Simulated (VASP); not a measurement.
Input of a VASP 6.6.1 run:

Contents of INCAR:

```
SYSTEM = NiPt
ALGO = Normal
EDIFF = 1E-6
ENCUT = 520
ISIF = 2
ISMEAR = -1
ISPIN = 2
LASPH = .True.
LCHARG = .False.
LMAXMIX = 4
LORBIT = 11
LREAL = .False.
LWAVE = .False.
MAGMOM = 0.285 0.145
NBANDS = 21
NELM = 150
NUPDOWN = 0.43
PREC = Accurate
SIGMA = 0.1
```

Contents of KPOINTS:

```
k-points
0
Gamma
  11 11 8
  0 0 0
```

POSCAR

```
NiPt
1.0
    2.7099397941      0.0000000000      0.0000000000
    0.0000000000      2.7099397941      0.0000000000
    0.0000000000      0.0000000000      3.5783200000
Ni Pt
1 1
Direct
    0.5000000000      0.5000000000      0.5000000000
    0.0000000000      0.0000000000      0.0000000000
```

Potentials or basis: VASP PAW LDA potentials, release 64 (Ni, Pt).

Command:

```bash
$ cat potpaw_LDA.64/Ni/POTCAR potpaw_LDA.64/Pt/POTCAR > POTCAR
$ mpirun -np 1 vasp_std > vasp.out
```

Problem. Predict the pressure.

Solution. -12.3 GPa.

Stress tensor (GPa, compression positive):
```
-12.58   0.00   0.00
  0.00 -12.58   0.00
  0.00   0.00 -11.59
```

Caveat: the cell stands under tension; the total moment is fixed, so each spin has its own Fermi level.
